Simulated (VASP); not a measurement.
# LiSb3 (Pm-3m) in VASP: notebook, part 2 of 2

VASP 6.6.1. The steps go on from the part before.

## Step 4: Single point, PBE+D3(BJ)

This run uses another cell than the first one, of 24.62 Å³/atom, 1.091 times its volume.

INCAR

```
ALGO     = Normal         # electronic algorithm
EDIFF    = 1E-7           # SCF threshold, eV
ENCUT    = 520            # plane-wave cutoff, eV
GGA      = PE             # functional
ISIF     = 2              # what is computed and relaxed
ISMEAR   = -1             # smearing method
IVDW     = 12             # dispersion correction
LASPH    = T              # aspherical terms in the spheres
LCHARG   = T              # write CHGCAR
LELF     = T              # ELF
LREAL    = F              # projectors in reciprocal space
LVHAR    = T            
LWAVE    = F              # write WAVECAR
NBANDS   = 17             # bands
NELM     = 80             # most SCF steps
PREC     = Accurate       # precision mode
SIGMA    = 0.1            # smearing width, eV
```

KPOINTS

```
k-points
0
Gamma
  4 4 4
```

POSCAR

```
LiSb3
1.0
    4.6177552177      0.0000000000      0.0000000000
    0.0000000000      4.6177552177      0.0000000000
    0.0000000000      0.0000000000      4.6177552177
Li Sb
1 3
Direct
    0.0000000000      0.0000000000      0.0000000000
    0.5000000000      0.0000000000      0.5000000000
    0.0000000000      0.5000000000      0.5000000000
    0.5000000000      0.5000000000      0.0000000000
```

Potentials or basis: VASP PAW PBE potentials, release 64 (Li_sv, Sb).

On the command line:

```console
> cat potpaw_PBE.64/Li_sv/POTCAR potpaw_PBE.64/Sb/POTCAR > POTCAR
> mpirun -np 1 vasp_std > vasp.out
```

OUTCAR:

```text
EDIFF = 1E-7
   ENCUT = 520
   GGA = PE
   ISIF = 2
   ISMEAR = -1
   IVDW = 12
   LASPH = T
   LREAL = F
   NELM = 80
   PREC = Accurate
 IVDW          = 12

 ion  position               nearest neighbor table
   1  0.000  0.000  0.000-
   2  0.500  0.000  0.500-   3 3.27   4 3.27   4 3.27   3 3.27   4 3.27   4 3.27   3 3.27   3 3.27

   3  0.000  0.500  0.500-   2 3.27   4 3.27   4 3.27   2 3.27   2 3.27   4 3.27   4 3.27   2 3.27

   4  0.500  0.500  0.000-   2 3.27   3 3.27   2 3.27   3 3.27   2 3.27   2 3.27   3 3.27   3 3.27

  LATTYP: Found a simple cubic cell.
 ALAT       =     4.6177552177

  Lattice vectors:

 A1 = (   4.6177552177,   0.0000000000,   0.0000000000)
 A2 = (   0.0000000000,   4.6177552177,   0.0000000000)
 A3 = (   0.0000000000,   0.0000000000,   4.6177552177)

Analysis of symmetry for initial positions (statically):
=====================================================================
 Subroutine PRICEL returns:
 Original cell was already a primitive cell.

 Routine SETGRP: Setting up the symmetry group for a
 simple cubic supercell.

 Subroutine GETGRP returns: Found 48 space group operations
 (whereof 48 operations were pure point group operations)
 out of a pool of 48 trial point group operations.

The static configuration has the point symmetry O_h .

Analysis of symmetry for dynamics (positions and initial velocities):
=====================================================================
 Subroutine PRICEL returns:
 Original cell was already a primitive cell.

 Routine SETGRP: Setting up the symmetry group for a
 simple cubic supercell.

 Subroutine GETGRP returns: Found 48 space group operations
 (whereof 48 operations were pure point group operations)
 out of a pool of 48 trial point group operations.

The dynamic configuration has the point symmetry O_h .

[... 103 lines left out ...]
   EFERMI_NEDOS =   21; number of points for ismear=-14 and -15
   IALGO  =     38    algorithm
   IMIX   =      4    mixing-type and parameters
     AMIX     =   0.40;   BMIX     =  1.00
     AMIX_MAG =   1.60;   BMIX_MAG =  1.00
  volume/ion in A,a.u.               =      24.62       166.12
  Fermi-wavevector in a.u.,A,eV,Ry     =   0.929112  1.755767 11.745218  0.863249
  Thomas-Fermi vector in A             =   2.055360
   LORBIT       =      0    0 simple, 1 ext, 2 COOP (PROOUT), +10 PAW based schemes
   GGA     = PE    functional components
   LHFCALC =     F    Hartree Fock is set to
   AEXX    =    0.0000 exact exchange contribution
   IVDW    =    12    specifies the selected vdW correction
   LEPSILON=     F    determine dielectric tensor
   LRPA    =     F    only Hartree local field effects (RPA)
 non-spin polarized calculation
  energy-cutoff  :      520.00
  volume of cell :       98.47
 maximum number of plane-waves:      2680
 NGX is ok and might be reduce to    36
   NGX = 17   NGY = 17   NGZ = 17

 number of electron      17.9999999 magnetization

 Free energy of the ion-electron system (eV)
  ---------------------------------------------------
  ext. energy  EPLUGINS =         0.00000000
  ---------------------------------------------------
  free energy    TOTEN  =       -14.44250271 eV

  energy without entropy =      -14.35195511  energy(sigma->0) =      -14.39722891

 E-fermi :   7.2414     XC(G=0):  -9.6629

 val. band max:        7.1463262547   @ k =   0.2500   0.0000   0.0000
 cond. band min:       7.3914343418   @ k =   0.5000   0.2500   0.2500
 fundamental gap:      0.2451080871
 Fermi energy:         7.2413769403

 k-point     1 :       0.0000    0.0000    0.0000
  band No.  band energies     occupation
      1     -40.0944      2.00000
      2      -5.1927      2.00000
      3       0.1267      2.00000
      4       0.1267      2.00000
      5       2.9771      2.00000
      6       2.9771      2.00000
[... 177 lines left out ...]
      4      -1.7878      2.00000
      5       0.9815      2.00000
      6       2.5064      2.00000
[... 9 lines left out ...]
     16      15.5730      0.00000
     17      15.5730      0.00000

------------------------ aborting loop because EDIFF is reached ----------------------------------------

 Edisp (eV)   -1.72428

 E8    (eV) :    -0.7846

  FORCE on cell =-STRESS in cart. coord.  units (eV):
  Direction    XX          YY          ZZ          XY          YZ          ZX
  --------------------------------------------------------------------------------------
  -------------------------------------------------------------------------------------
  Total      -0.33957    -0.33957    -0.33957     0.00000    -0.00000    -0.00000
  in kB      -5.52519    -5.52519    -5.52519     0.00000    -0.00000    -0.00000
  external pressure =       -5.53 kB  Pullay stress =        0.00 kB

 VOLUME and BASIS-vectors are now :
 -----------------------------------------------------------------------------
  energy-cutoff  :      520.00
  volume of cell :       98.47
      direct lattice vectors                 reciprocal lattice vectors
     4.617755218  0.000000000  0.000000000     0.216555437  0.000000000  0.000000000
     0.000000000  4.617755218  0.000000000     0.000000000  0.216555437  0.000000000
     0.000000000  0.000000000  4.617755218     0.000000000  0.000000000  0.216555437

 POSITION                                       TOTAL-FORCE (eV/Angst)
 -----------------------------------------------------------------------------------
      0.00000      0.00000      0.00000         0.000000      0.000000      0.000000
      2.30888      0.00000      2.30888         0.000000      0.000000      0.000000
      0.00000      2.30888      2.30888         0.000000      0.000000      0.000000
      2.30888      2.30888      0.00000         0.000000      0.000000      0.000000
 -----------------------------------------------------------------------------------
    total drift:                               -0.000000      0.000000      0.000000

  FREE ENERGIE OF THE ION-ELECTRON SYSTEM (eV)
  ---------------------------------------------------
  free  energy   TOTEN  =       -16.1667809072 eV

  energy  without entropy=      -16.0762333066  energy(sigma->0) =      -16.12150711
```

OSZICAR:

```text
N       E                     dE             d eps       ncg     rms          rms(c)
DAV:   1     0.686279124866E+02    0.68628E+02   -0.56973E+03   340   0.893E+02
DAV:   2    -0.993403685975E+01   -0.78562E+02   -0.74038E+02   464   0.160E+02
DAV:   3    -0.143331769031E+02   -0.43991E+01   -0.43536E+01   474   0.369E+01
DAV:   4    -0.144872894837E+02   -0.15411E+00   -0.15397E+00   525   0.596E+00
DAV:   5    -0.144890456270E+02   -0.17561E-02   -0.17561E-02   464   0.611E-01    0.347E+00
DAV:   6    -0.144532163960E+02    0.35829E-01   -0.27154E-02   399   0.791E-01    0.204E+00
DAV:   7    -0.144429940731E+02    0.10222E-01   -0.30362E-02   394   0.842E-01    0.155E-01
DAV:   8    -0.144425038217E+02    0.49025E-03   -0.42222E-03   461   0.352E-01    0.485E-02
DAV:   9    -0.144425065521E+02   -0.27304E-05   -0.16014E-04   451   0.735E-02    0.332E-02
DAV:  10    -0.144425039207E+02    0.26313E-05   -0.13584E-05   546   0.229E-02    0.328E-03
DAV:  11    -0.144425031039E+02    0.81683E-06   -0.85536E-07   473   0.468E-03    0.160E-03
DAV:  12    -0.144425028173E+02    0.28659E-06   -0.94337E-08   354   0.172E-03    0.534E-04
DAV:  13    -0.144425026860E+02    0.13133E-06   -0.66270E-09   221   0.553E-04    0.176E-04
DAV:  14    -0.144425027105E+02   -0.24513E-07   -0.11397E-09   218   0.240E-04
   1 F= -.16166781E+02 E0= -.16121507E+02  d E =-.905476E-01
```

It took 19 s on 1 thread of AMD EPYC 7R13 (Zen 3), shared host; peak memory 0.18 GiB.

Results:

```
Free energy                : -16.1668 eV
Band gap on the k mesh     : zero (band 9 reaches 8.59 eV, above the bottom of band 10 at 6.30 eV)
Dispersion energy per atom : -0.431 eV
```

Levels at points of the mesh, in eV from the Fermi level:
```
           k point  band 6  band 7  band 8  band 9  band 10  band 11  band 12  band 13
(0.00, 0.00, 0.00)   -4.26   -4.26    0.84    1.01     1.01     1.01     2.81     2.81
(0.50, 0.00, 0.00)   -3.08   -1.50   -1.50   -1.02    -0.94    -0.63     2.77     2.77
(0.50, 0.50, 0.00)   -2.38   -1.39   -0.95   -0.95    -0.76    -0.76     2.90     3.98
(0.50, 0.50, 0.50)   -4.73   -4.73   -4.73    0.55     4.26     4.26     4.73     4.73
```

Caveat: the cutoff is under 1.25 times the usual one of these potentials, so pressure, stress and relaxed cells hold a basis-set (Pulay) error; three body term missing; spin-orbit coupling is left out, which moves the levels of the heavy elements; pairwise dispersion overbinds metals, which lowers pressure and volume.

## Step 5: Single point, PBE+D3(BJ)

This run uses another cell than the first one, of 25.64 Å³/atom, 1.136 times its volume.

INCAR

```
ALGO = Normal
EDIFF = 1E-6
ENCUT = 520
GGA = PE
ISIF = 2
ISMEAR = -1
IVDW = 12
LASPH = T
LCHARG = T
LELF = T
LREAL = F
LVHAR = T
LWAVE = F
NBANDS = 17
NELM = 100
PREC = Accurate
SIGMA = 0.1
```

KPOINTS is that of step 4.

POSCAR

```
LiSb3
1.0
    4.6810200000      0.0000000000      0.0000000000
    0.0000000000      4.6810200000      0.0000000000
    0.0000000000      0.0000000000      4.6810200000
Li Sb
1 3
Direct
    0.0000000000      0.0000000000      0.0000000000
    0.5000000000      0.0000000000      0.5000000000
    0.0000000000      0.5000000000      0.5000000000
    0.5000000000      0.5000000000      0.0000000000
```

On the command line:

```console
> cat potpaw_PBE.64/Li_sv/POTCAR potpaw_PBE.64/Sb/POTCAR > POTCAR
> mpirun -np 1 vasp_std > vasp.out
```

It took 18 s on 1 thread of AMD EPYC 7R13 (Zen 3), shared host; peak memory 0.18 GiB.

Results (log left out):

```yaml
Free_energy: -16.1273 eV
Band_gap_on_the_k_mesh: zero (band 9 reaches 8.18 eV, above the bottom of band 10 at 5.91 eV)
Dispersion_energy_per_atom: -0.414 eV
```

Levels at points of the mesh, in eV from the Fermi level:
```
           k point  band 7  band 8  band 9  band 10  band 11  band 12
(0.00, 0.00, 0.00)   -4.07    0.93    0.97     0.97     0.97     2.75
(0.50, 0.00, 0.00)   -1.40   -1.40   -1.08    -0.86    -0.57     2.66
(0.50, 0.50, 0.00)   -1.29   -0.89   -0.89    -0.77    -0.77     2.96
(0.50, 0.50, 0.50)   -4.52   -4.52    0.63     4.05     4.05     4.47
```

Caveat: the cutoff is under 1.25 times the usual one of these potentials, so pressure, stress and relaxed cells hold a basis-set (Pulay) error; three body term missing; spin-orbit coupling is left out, which moves the levels of the heavy elements; pairwise dispersion overbinds metals, which lowers pressure and volume.

## Step 6: The runs side by side

| cell | gap on the mesh (eV) |
| --- | --- |
| a = 4.486 Å, 4 atoms | none |
| a = 4.553 Å, 4 atoms | none |
| a = 4.618 Å, 4 atoms | none |
| a = 4.681 Å, 4 atoms | none |

Alike in all rows: task single point; level PBE+D3(BJ); potentials or basis VASP PAW PBE potentials, release 64 (Li_sv, Sb); no spin polarisation; k mesh 4 × 4 × 4; cutoff (eV) 520; smearing fermi-dirac 0.1 eV.

Caveats: the cutoff is under 1.25 times the usual one of these potentials, so pressure, stress and relaxed cells hold a basis-set (Pulay) error; three body term missing; spin-orbit coupling is left out, which moves the levels of the heavy elements; pairwise dispersion overbinds metals, which lowers pressure and volume.

Total energies depend on the potentials used, so only differences within one code and one set of settings carry meaning.
